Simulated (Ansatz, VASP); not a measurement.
# BC5: VASP beside Ansatz

Contents of INCAR:

```
ALGO = Normal
EDIFF = 1E-7
ENCUT = 520
GGA = PE
ISIF = 2
ISMEAR = -1
LASPH = True
LCHARG = True
LELF = True
LREAL = False
LVHAR = True
LWAVE = False
NBANDS = 20
NELM = 80
PREC = Accurate
SIGMA = 0.1
```

KPOINTS

```
k-points
0
Gamma
  10 10 4
```

POSCAR

```
BC5
1.0
    2.5515510000      0.0000000000      0.0000000000
   -1.2757755000      2.2097079851      0.0000000000
    0.0000000000      0.0000000000      6.3996570000
B C
1 5
Direct
    0.3333330000      0.6666670000      0.0075860000
    0.3333330000      0.6666670000      0.2595110000
    0.6666670000      0.3333330000      0.3390330000
    0.0000000000      0.0000000000      0.6645630000
    0.6666670000      0.3333330000      0.5813640000
    0.0000000000      0.0000000000      0.8989420000
```

Input for Ansatz:

```yaml
crystal:
  lattice:
    - [2.551551, 0.0, 0.0]
    - [-1.2757754999999993, 2.209707985051588, 0.0]
    - [0.0, 0.0, 6.399657]
  atoms:
    - { symbol: B, position: [0.333333, 0.666667, 0.007585999999999998] }
    - { symbol: C, position: [0.333333, 0.666667, 0.259511] }
    - { symbol: C, position: [0.666667, 0.333333, 0.339033] }
    - { symbol: C, position: [0.0, 0.0, 0.664563] }
    - { symbol: C, position: [0.666667, 0.333333, 0.581364] }
    - { symbol: C, position: [0.0, 0.0, 0.8989419999999999] }
basis:
  ecutwfc: 470.0
kpoints:
  mp_grid:
    grid: [10, 10, 4]
hamiltonian:
  xc: pbe
scf:
  occupations:
    method: fermi_dirac
output:
  stress: true
```

Alike in both runs: task single point; functional PBE; k mesh 10 × 10 × 4; no spin polarisation.

|  | VASP | Ansatz |
| --- | --- | --- |
| version | VASP 6.6.1 | Ansatz 0.2.0 |
| potentials or method | VASP PAW PBE potentials, release 64 (B, C), cutoff 520 eV | plane waves, PAW |
| occupations | fermi-dirac, width 0.1 eV | fermi-dirac |
| valence electrons in the cell | 23 | 23 |

```csv
,VASP,Ansatz,Ansatz less VASP
pressure (GPa),0.0,-0.4,-0.46
"traceless stress, the component that is largest in VASP (GPa)",0.13,0.06,-0.071
```

Ansatz's warnings: structure snapped to symmetry.
